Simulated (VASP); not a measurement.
# Pt12CO in VASP: a series of runs, part 2 of 2

VASP 6.6.1. Earlier steps stand in the parts before.

### Step 4. Single point, PBE

Contents of INCAR:

```
SYSTEM = Pt12CO
PREC = Accurate
ENCUT = 520
EDIFF = 1E-6
ISMEAR = 0
SIGMA = 0.1
LREAL = .False.
LASPH = .True.
NELM = 100
ALGO = Normal
ISIF = 2
LWAVE = .False.
LCHARG = .True.
LDIPOL = .True.
IDIPOL = 3
DIPOL = 0.5 0.5 0.325
GGA = PE
LELF = .True.
LVHAR = .True.
LVACPOTAV = .True.
NBANDS = 78
```

Contents of KPOINTS:

```
regular mesh
0
Gamma
  6 6 1
  0 0 0
```

Contents of POSCAR:

```
Pt12CO
1.0
    5.6143281343      0.0000000000      0.0000000000
   -2.8071640672      4.8621507895      0.0000000000
    0.0000000000      0.0000000000     21.2692653717
Pt C O
12 1 1
Direct
    0.3333333333      0.1666666667      0.1880647935
    0.3333333333      0.6666666667      0.1880647935
    0.8333333333      0.1666666667      0.1880647935
    0.8333333333      0.6666666667      0.1880647935
    0.1666666667      0.3333333333      0.2966582686
    0.1666666667      0.8333333333      0.2966582686
    0.6666666667      0.3333333333      0.2966582686
    0.6666666667      0.8333333333      0.2966582686
    0.0000000000      0.0000000000      0.4052450906
    0.0000000000      0.5000000000      0.4052450906
    0.5000000000      0.0000000000      0.4052450906
    0.5000000000      0.5000000000      0.4052450906
    0.1666666667      0.3333333333      0.4698186604
    0.1666666667      0.3333333333      0.5254187540
```

Potentials or basis: VASP PAW PBE potentials, release 64 (Pt, C, O).

Started as:

```bash
> cat potpaw_PBE.64/Pt/POTCAR potpaw_PBE.64/C/POTCAR potpaw_PBE.64/O/POTCAR > POTCAR
> mpirun -np 1 vasp_std > vasp.out
```

OUTCAR:

```text
SYSTEM = Pt12CO
   PREC = Accurate
   ENCUT = 520
   EDIFF = 1E-6
   ISMEAR = 0
   LREAL = .False.
   LASPH = .True.
   NELM = 100
   ISIF = 2
   GGA = PE

 ion  position               nearest neighbor table
   1  0.333  0.167  0.188-   4 2.81   4 2.81   3 2.81   3 2.81   2 2.81   2 2.81   5 2.82   7 2.82
                             6 2.82
   2  0.333  0.667  0.188-   3 2.81   3 2.81   4 2.81   4 2.81   1 2.81   1 2.81   6 2.82   8 2.82
                             5 2.82
   3  0.833  0.167  0.188-   2 2.81   2 2.81   1 2.81   1 2.81   4 2.81   4 2.81   7 2.82   5 2.82
                             8 2.82
   4  0.833  0.667  0.188-   1 2.81   1 2.81   2 2.81   2 2.81   3 2.81   3 2.81   8 2.82   6 2.82
                             7 2.82
[... 801 lines left out ...]
     0.000000000  0.000000000 21.269265372     0.000000000  0.000000000  0.047016198

 POSITION                                       TOTAL-FORCE (eV/Angst)
 -----------------------------------------------------------------------------------
      1.40358      0.81036      4.00000         0.020993     -0.012120     -0.108530
     -0.00000      3.24143      4.00000        -0.000000      0.024240     -0.108530
      4.21075      0.81036      4.00000        -0.020993     -0.012120     -0.108530
      2.80716      3.24143      4.00000        -0.000000     -0.000000      0.129739
      0.00000      1.62072      6.30970        -0.000000     -0.000000     -0.456650
     -1.40358      4.05179      6.30970         0.076545      0.044193     -0.050183
      2.80716      1.62072      6.30970         0.000000     -0.088387     -0.050183
      1.40358      4.05179      6.30970        -0.076545      0.044193     -0.050183
      0.00000      0.00000      8.61927         0.000000     -0.135417      0.403495
     -1.40358      2.43108      8.61927        -0.117274      0.067708      0.403495
      2.80716      0.00000      8.61927        -0.000000     -0.000000     -0.442752
      1.40358      2.43108      8.61927         0.117274      0.067708      0.403495
      0.00000      1.62072      9.99270        -0.000000     -0.000000     -0.645116
      0.00000      1.62072     11.17527        -0.000000     -0.000000      0.680436
 -----------------------------------------------------------------------------------
    total drift:                                0.000000      0.000000      0.000900

  FREE ENERGIE OF THE ION-ELECTRON SYSTEM (eV)
  ---------------------------------------------------
  free  energy   TOTEN  =       -84.5968494062 eV

  energy  without entropy=      -84.4672610111  energy(sigma->0) =      -84.53205521

 vacuum level on the upper side and lower side of the slab         6.072         5.292
```

OSZICAR:

```text
N       E                     dE             d eps       ncg     rms          rms(c)
DAV:   1     0.918807633663E+03    0.91881E+03   -0.57127E+04  1092   0.142E+03
DAV:   2    -0.117608411764E+02   -0.93057E+03   -0.86345E+03  1300   0.290E+02
DAV:   3    -0.883330077739E+02   -0.76572E+02   -0.70611E+02  1336   0.780E+01
[... 21 lines left out ...]
DAV:  25    -0.845968327710E+02   -0.18893E-04   -0.21817E-06   912   0.597E-03    0.520E-03
DAV:  26    -0.845968428114E+02   -0.10040E-04   -0.10720E-06   750   0.435E-03    0.212E-03
DAV:  27    -0.845968459356E+02   -0.31242E-05   -0.21969E-07   690   0.165E-03    0.174E-03
DAV:  28    -0.845968485678E+02   -0.26322E-05   -0.17341E-07   696   0.129E-03    0.110E-03
DAV:  29    -0.845968494062E+02   -0.83843E-06   -0.76215E-08   664   0.759E-04
   1 F= -.84596849E+02 E0= -.84532055E+02  d E =-.129588E+00
```

Run time: 12 min. Hardware: 1 thread of Oxide Virtual Turin-like, shared host; peak memory 0.7 GiB.

What came out:

- Free energy: -84.5968 eV
- Largest force: 0.680 eV/Å
- Band gap on the k mesh: zero (bands 65 and 66 overlap by 0.65 eV)

Forces in eV/Å, atoms in the order of the input:
```
Pt   0.021 -0.012 -0.109
Pt   0.000  0.024 -0.109
Pt  -0.021 -0.012 -0.109
Pt   0.000  0.000  0.130
Pt   0.000  0.000 -0.457
Pt   0.077  0.044 -0.050
Pt   0.000 -0.088 -0.050
Pt  -0.077  0.044 -0.050
Pt   0.000 -0.135  0.403
Pt  -0.117  0.068  0.403
Pt   0.000  0.000 -0.443
Pt   0.117  0.068  0.403
C    0.000  0.000 -0.645
O    0.000  0.000  0.680
```

Caveat: spin-orbit coupling is left out, which moves the levels of the heavy elements.

### Step 5. Single point, PBE

Contents of INCAR:

```
PREC = Accurate
ENCUT = 520
EDIFF = 1E-7
ISMEAR = 0
SIGMA = 0.1
LREAL = False
LASPH = True
NELM = 80
ALGO = Normal
ISIF = 2
LWAVE = False
LCHARG = False
LDIPOL = True
IDIPOL = 3
DIPOL = 0.5 0.5 0.325
GGA = PE
NBANDS = 78
```

Contents of KPOINTS:

```
regular mesh
0
Gamma
  6 6 1
```

Edit POSCAR of step 4 so:

```diff
@@ -20,3 +20,3 @@
     0.5000000000      0.5000000000      0.4052450906
-    0.1666666667      0.3333333333      0.4698186604
-    0.1666666667      0.3333333333      0.5254187540
+    0.3333333333      0.1666666667      0.4704221556
+    0.3333333333      0.1666666667      0.5259870360
```

Started as:

```bash
> cat potpaw_PBE.64/Pt/POTCAR potpaw_PBE.64/C/POTCAR potpaw_PBE.64/O/POTCAR > POTCAR
> mpirun -np 1 vasp_std > vasp.out
```

Wall time 16 min (1 thread of Oxide Virtual Turin-like, shared host); peak memory 0.72 GiB.

Results (log left out):

| Quantity | Value |
| --- | --- |
| Free energy | -84.5586 eV |
| Largest force | 0.687 eV/Å |
| Band gap on the k mesh | zero (bands 65 and 66 overlap by 0.64 eV) |

Forces on the atoms (eV/Å):
```
Pt   0.000  0.000 -0.004
Pt   0.006  0.003 -0.060
Pt   0.000 -0.007 -0.060
Pt  -0.006  0.003 -0.060
Pt  -0.110  0.063 -0.289
Pt   0.000 -0.127 -0.289
Pt   0.110  0.063 -0.289
Pt   0.000  0.000  0.198
Pt  -0.191 -0.110  0.343
Pt   0.000  0.000 -0.205
Pt   0.191 -0.110  0.343
Pt   0.000  0.221  0.343
C    0.000  0.000 -0.659
O    0.000  0.000  0.687
```

Levels at points of the mesh, in eV from the Fermi level:
```csv
k point,band 61,band 62,band 63,band 64,band 65,band 66,band 67,band 68,band 69,band 70
"(0.00, 0.00, 0.00)",0.24,0.24,0.32,0.37,0.37,0.60,0.60,0.61,1.00,1.01
"(0.50, 0.00, 0.00)",-0.70,-0.60,-0.27,-0.14,-0.07,0.03,0.16,0.25,0.92,1.46
```

Caveat: spin-orbit coupling is left out, which moves the levels of the heavy elements.

### Step 6. Overview

```tsv
task	cell	atoms held fixed (from 0)	gap on the mesh (eV)	largest force (eV/Å)
relaxation of the atoms	atoms relaxed, atomic positions A	[0, 1, 2, 3, 4, 5, 6, 7, 8, 9, 10, 11]	none	-
single point	as given, atomic positions B	-	none	0.88
single point	as given, atomic positions C	-	none	0.68
single point	as given, atomic positions D	-	none	0.69
```

Alike in all rows: level PBE; potentials or basis VASP PAW PBE potentials, release 64 (Pt, C, O); no spin polarisation; k mesh 6 × 6 × 1; cutoff (eV) 520; smearing gaussian 0.1 eV.

Caveats: spin-orbit coupling is left out, which moves the levels of the heavy elements.

Total energies depend on the potentials used, so only differences within one code and one set of settings carry meaning.
